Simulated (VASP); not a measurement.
# ZnCu4 (Cu (111), 5 layers) in VASP: notebook

The runs below take ZnCu4 (Cu (111), 5 layers) through single point, with PBE.

All numbers are computed with VASP 6.6.1; they aren't measurements. Logs are shortened: lines on timing, memory, paths and dates and some standing lists are left out, and cuts for length are marked.

## 1. The cell of the first run

The cell holds a slab with vacuum, 5 atoms: a = 2.567 Å, b = 2.567 Å, c = 24.382 Å, α = 90.00°, β = 90.00°, γ = 120.00°.

## 2. Single point, PBE

The input, INCAR:

```
PREC = Accurate
ENCUT = 520
EDIFF = 1E-6
ISMEAR = -1
SIGMA = 0.1
LREAL = F
LASPH = T
NELM = 60
ALGO = Normal
ISIF = 2
LWAVE = F
LCHARG = T
LDIPOL = T
IDIPOL = 3
DIPOL = 0.5 0.5 0.500
GGA = PE
LELF = T
LVHAR = T
LVACPOTAV = T
NBANDS = 36
```

The input, KPOINTS:

```
Automatic mesh
0
Gamma
  15 15 1
```

The input, POSCAR:

```
ZnCu4
1.0
    2.5665139635      0.0000000000      0.0000000000
   -1.2832569818      2.2226662916      0.0000000000
    0.0000000000      0.0000000000     24.3822000000
Cu Zn
4 1
Direct
    0.8333333333      0.1666666667      0.3289492305
    0.1666666667      0.8333333333      0.4141867610
    0.8333333333      0.1666666667      0.5858132363
    0.1666666667      0.8333333333      0.6710507761
    0.5000000000      0.5000000000      0.4999999962
```

Potentials or basis: VASP PAW PBE potentials, release 64 (Cu, Zn).

Run with:

```bash
$ cat potpaw_PBE.64/Cu/POTCAR potpaw_PBE.64/Zn/POTCAR > POTCAR
$ mpirun -np 1 vasp_std > vasp.out
```

OUTCAR:

```text
PREC = Accurate
   ENCUT = 520
   EDIFF = 1E-6
   ISMEAR = -1
   LREAL = F
   LASPH = T
   NELM = 60
   ISIF = 2
   GGA = PE

 ion  position               nearest neighbor table
   1  0.833  0.167  0.329-   2 2.55   2 2.55   2 2.55
   2  0.167  0.833  0.414-   1 2.55   1 2.55   1 2.55   5 2.56   5 2.56   5 2.56
   3  0.833  0.167  0.586-   4 2.55   4 2.55   4 2.55   5 2.56   5 2.56   5 2.56
   4  0.167  0.833  0.671-   3 2.55   3 2.55   3 2.55
   5  0.500  0.500  0.500-   2 2.56   2 2.56   2 2.56   3 2.56   3 2.56   3 2.56

  LATTYP: Found a hexagonal cell.
 ALAT       =     2.5665139635
 C/A-ratio  =     9.5001236489

  Lattice vectors:

 A1 = (   2.5665139635,   0.0000000000,   0.0000000000)
 A2 = (  -1.2832569818,   2.2226662916,   0.0000000000)
 A3 = (   0.0000000000,   0.0000000000,  24.3822000000)

Analysis of symmetry for initial positions (statically):
=====================================================================
 Subroutine PRICEL returns:
 Original cell was already a primitive cell.

 Routine SETGRP: Setting up the symmetry group for a
 hexagonal supercell.

 Subroutine GETGRP returns: Found 12 space group operations
 (whereof  4 operations were pure point group operations)
 out of a pool of 24 trial point group operations.

The static configuration has the point symmetry C_2h.
 The point group associated with its full space group is D_3d.

Analysis of symmetry for dynamics (positions and initial velocities):
=====================================================================
 Subroutine PRICEL returns:
 Original cell was already a primitive cell.

 Routine SETGRP: Setting up the symmetry group for a
 hexagonal supercell.

 Subroutine GETGRP returns: Found 12 space group operations
 (whereof  4 operations were pure point group operations)
 out of a pool of 24 trial point group operations.

The dynamic configuration has the point symmetry C_2h.
 The point group associated with its full space group is D_3d.

 Subroutine INISYM returns: Found 12 space group operations
 (whereof  4 operations are pure point group operations),
 and found     1 'primitive' translations

----------------------------------------------------------------------------------------

                                     Primitive cell

  volume of cell :     139.0884

[... 92 lines left out ...]
   ENCUT  =  520.0 eV  38.22 Ry    6.18 a.u.   4.77  4.77 45.33*2*pi/ulx,y,z
   NELM   =     60;   NELMIN=  2; NELMDL= -5     # of ELM steps
   EDIFF  = 0.1E-05   stopping-criterion for ELM
   LREAL  =      F    real-space projection
   EDIFFG = 0.1E-04   stopping-criterion for IOM
   NSW    =      0    number of steps for IOM
   IBRION =     -1    ionic relax: 0-MD 1-quasi-New 2-CG
   NFREE  =      0    steps in history (QN), initial steepest desc. (CG)
   ISIF   =      2    stress and relaxation
   ISYM   =      2    0-nonsym 1-usesym 2-fastsym
   POTIM  = 0.5000    time-step for ionic-motion
   TEBEG  =    0.0;   TEEND  =   0.0 temperature during run
   PSTRESS=    0.0 pullay stress
   NELECT =      56.0000    total number of electrons
   NUPDOWN=      -1.0000    fix difference up-down
   EMIN   =  10.00;   EMAX   =-10.00  energy-range for DOS
   EFERMI =   0.00;   METHOD = LEGACY
   ISMEAR =    -1;   SIGMA  =   0.10  broadening in eV -4-tet -1-fermi 0-gaus
   EFERMI_NEDOS =   21; number of points for ismear=-14 and -15
   IALGO  =     38    algorithm
   IMIX   =      4    mixing-type and parameters
     AMIX     =   0.40;   BMIX     =  1.00
     AMIX_MAG =   1.60;   BMIX_MAG =  1.00
  volume/ion in A,a.u.               =      27.82       187.72
  Fermi-wavevector in a.u.,A,eV,Ry     =   1.208854  2.284403 19.882580  1.461328
  Thomas-Fermi vector in A             =   2.344449
   LORBIT       =      0    0 simple, 1 ext, 2 COOP (PROOUT), +10 PAW based schemes
   GGA     = PE    functional components
[... 5 lines left out ...]
 non-spin polarized calculation
  energy-cutoff  :      520.00
  volume of cell :      139.09
 maximum number of plane-waves:      3778
 NGX is ok and might be reduce to    20
   NGX =  9   NGY =  9   NGZ = 91

 number of electron      56.0000006 magnetization

 dipolmoment           0.000000      0.000000      0.000000 electrons x Angstroem

 Free energy of the ion-electron system (eV)
  ---------------------------------------------------
  ext. energy  EPLUGINS =         0.00000000
  ---------------------------------------------------
  free energy    TOTEN  =       -15.12396881 eV

  energy without entropy =      -15.06071794  energy(sigma->0) =      -15.09234338

 E-fermi :   0.3132     XC(G=0):  -6.2030

 val. band max:        0.3066336031   @ k =   0.1333   0.0667   0.0000
 cond. band min:       0.3310651181   @ k =   0.3333   0.2667   0.0000
 fundamental gap:      0.0244315149
 Fermi energy:         0.3132443311

 k-point     1 :       0.0000    0.0000    0.0000
  band No.  band energies     occupation
      1     -10.2510      2.00000
      2      -8.2448      2.00000
      3      -8.1050      2.00000
      4      -7.5991      2.00000
      5      -7.5991      2.00000
      6      -7.0137      2.00000
[... 925 lines left out ...]
     35       7.2979      0.00000
     36       7.7791      0.00000

 [... further k-points ...]

------------------------ aborting loop because EDIFF is reached ----------------------------------------

  FORCE on cell =-STRESS in cart. coord.  units (eV):
  Direction    XX          YY          ZZ          XY          YZ          ZX
  --------------------------------------------------------------------------------------
  -------------------------------------------------------------------------------------
  Total        1.1937899      1.1937899      1.3986902     -0.0000000      0.0000000      0.0000000
  in kB       13.7514250     13.7514250     16.1116986     -0.0000000      0.0000000      0.0000000
  external PRESSURE =      14.5381828 kB  Pullay stress =       0.0000000 kB

 VOLUME and BASIS-vectors are now :
 -----------------------------------------------------------------------------
  energy-cutoff  :      520.00
  volume of cell :      139.09
      direct lattice vectors                 reciprocal lattice vectors
     2.566513963  0.000000000  0.000000000     0.389633571  0.224955047  0.000000000
    -1.283256982  2.222666292  0.000000000     0.000000000  0.449910094  0.000000000
     0.000000000  0.000000000 24.382200000     0.000000000  0.000000000  0.041013526

 POSITION                                       TOTAL-FORCE (eV/Angst)
 -----------------------------------------------------------------------------------
      1.92489      0.37044      8.02051         0.000000      0.000000     -0.018952
     -0.64163      1.85222     10.09878        -0.000000      0.000000     -0.300054
      1.92489      0.37044     14.28342         0.000000     -0.000000      0.300054
     -0.64163      1.85222     16.36169        -0.000000      0.000000      0.018952
      0.64163      1.11133     12.19110         0.000000      0.000000      0.000000
 -----------------------------------------------------------------------------------
    total drift:                               -0.000000      0.000000      0.000003

  FREE ENERGIE OF THE ION-ELECTRON SYSTEM (eV)
  ---------------------------------------------------
  free  energy   TOTEN  =       -15.1239688101 eV

  energy  without entropy=      -15.0607179414  energy(sigma->0) =      -15.09234338

 vacuum level on the upper side and lower side of the slab         5.111         5.111
```

OSZICAR:

```text
N       E                     dE             d eps       ncg     rms          rms(c)
DAV:   1     0.459205473134E+03    0.45921E+03   -0.25730E+04  1952   0.209E+03
DAV:   2     0.281399048834E+02   -0.43107E+03   -0.41653E+03  1944   0.409E+02
DAV:   3    -0.172187988562E+02   -0.45359E+02   -0.43732E+02  2092   0.181E+02
[... 16 lines left out ...]
DAV:  20    -0.151239530180E+02   -0.78926E-05   -0.10334E-06  1396   0.114E-02    0.142E-03
DAV:  21    -0.151239628867E+02   -0.98688E-05   -0.44617E-07  1344   0.615E-03    0.753E-04
DAV:  22    -0.151239663438E+02   -0.34571E-05   -0.14996E-07  1292   0.518E-03    0.362E-04
DAV:  23    -0.151239685744E+02   -0.22305E-05   -0.12320E-07  1292   0.285E-03    0.181E-04
DAV:  24    -0.151239688101E+02   -0.23574E-06   -0.12756E-08  1336   0.114E-03
   1 F= -.15123969E+02 E0= -.15092343E+02  d E =-.632509E-01
```

stdout:

```text
POSCAR found type information on POSCAR CuZn
 POSCAR found :  2 types and       5 ions
 scaLAPACK will be used
 LDA part: xc-table for (Slater+PW92), standard interpolation
 POSCAR, INCAR and KPOINTS ok, starting setup
 FFT: planning ... GRIDC
 FFT: planning ... GRID_SOFT
 FFT: planning ... GRID
 WAVECAR not read
 entering main loop
 -----------------------------------------------------------------------------
|                                                                             |
|           W    W    AA    RRRRR   N    N  II  N    N   GGGG   !!!           |
|           W    W   A  A   R    R  NN   N  II  NN   N  G    G  !!!           |
|           W    W  A    A  R    R  N N  N  II  N N  N  G       !!!           |
|           W WW W  AAAAAA  RRRRR   N  N N  II  N  N N  G  GGG   !            |
|           WW  WW  A    A  R   R   N   NN  II  N   NN  G    G                |
|           W    W  A    A  R    R  N    N  II  N    N   GGGG   !!!           |
|                                                                             |
|     Did not find any points to average over, which means that no vacuum     |
|     field-free region was found. Please increase the size of  your cell     |
|     in the dimension of the dipole correction to obtain accurate            |
|     workfunction values.                                                    |
|                                                                             |
 -----------------------------------------------------------------------------
```

Wall time 3.5 min (1 thread of Intel Xeon 6975P-C, shared host); peak memory 0.32 GiB.

Results:

- Free energy: -15.1240 eV
- Largest force: 0.300 eV/Å
- Band gap on the k mesh: zero (band 28 reaches 2.42 eV, above the bottom of band 29 at -1.44 eV)

Forces in eV/Å, atoms in the order of the input:
```
Cu   0.000  0.000 -0.019
Cu   0.000  0.000 -0.300
Cu   0.000  0.000  0.300
Cu   0.000  0.000  0.019
Zn   0.000  0.000  0.000
```

Levels at points of the mesh, in eV from the Fermi level:
```tsv
k point	band 26	band 27	band 28	band 29	band 30	band 31
(0.00, 0.00, 0.00)	-1.74	-1.74	-1.74	-1.74	-1.19	-0.54
```

## 3. Single point, PBE

The input, INCAR:

```
SYSTEM = ZnCu4
PREC = Accurate
ENCUT = 520
EDIFF = 1E-7
ISMEAR = -1
SIGMA = 0.1
LREAL = .FALSE.
LASPH = .TRUE.
NELM = 80
ALGO = Normal
ISIF = 2
LWAVE = .FALSE.
LCHARG = .TRUE.
LDIPOL = .TRUE.
IDIPOL = 3
DIPOL = 0.5 0.5 0.500
GGA = PE
LELF = .TRUE.
LVHAR = .TRUE.
LVACPOTAV = .TRUE.
NBANDS = 36
```

The input, KPOINTS:

```
regular mesh
0
G
  15 15 1
  0 0 0
```

POSCAR is that of step 2.

Potentials or basis: VASP PAW PBE potentials, release 64 (Cu, Zn).

Run with:

```bash
$ cat potpaw_PBE.64/Cu/POTCAR potpaw_PBE.64/Zn/POTCAR > POTCAR
$ mpirun -np 1 vasp_std > vasp.out
```

Wall time 4.3 min (1 thread of Intel Xeon 6975P-C, shared host); peak memory 0.33 GiB.

It converged, with:

```yaml
Free_energy: -15.1240 eV
Largest_force: 0.300 eV/Å
Band_gap_on_the_k_mesh: zero (band 28 reaches 2.42 eV, above the bottom of band 29 at -1.44 eV)
```

Forces on the atoms (eV/Å):
```
Cu   0.000  0.000 -0.019
Cu   0.000  0.000 -0.300
Cu   0.000  0.000  0.300
Cu   0.000  0.000  0.019
Zn   0.000  0.000  0.000
```

Levels at points of the mesh, in eV from the Fermi level:
```tsv
k point	band 24	band 25	band 26	band 27	band 28	band 29	band 30	band 31	band 32	band 33
(0.00, 0.00, 0.00)	-2.33	-2.33	-1.74	-1.74	-1.74	-1.74	-1.19	-0.54	3.75	4.55
```
